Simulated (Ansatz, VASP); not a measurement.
# Two plane-wave programs on Sb

```
Sb
1.0
     2.18790    1.26319    3.84317
    -2.18790    1.26319    3.84317
     0.00000   -2.52637    3.84317
Sb
2
Cartesian
  0.0000 0.0000 2.6827
  0.0000 0.0000 8.8468
```

Alike in both runs: task single point; functional PBE; k mesh 2 × 2 × 2; occupations fermi-dirac, width 0.1 eV; no spin polarisation.

|  | VASP | Ansatz |
| --- | --- | --- |
| version | VASP 6.6.1 | Ansatz 0.2.0 |
| potentials or method | VASP PAW PBE potentials, release 64 (Sb), cutoff 520 eV | plane waves (420 eV) with PAW, scalar-relativistic |
| valence electrons in the cell | 10 | 30 |

|  | VASP | Ansatz | Ansatz less VASP |
| --- | --- | --- | --- |
| pressure (GPa) | 6.4 | 6.3 | -0.06 |
| traceless stress, the component that is largest in VASP (GPa) | -0.91 | -0.89 | +0.014 |

VASP's potentials hold 10 valence electrons a cell and Ansatz's 30, so a difference there can come from the potentials and not from the codes.

The k mesh is coarse, so the values compare programs but aren't converged. Spin-orbit coupling is off throughout.
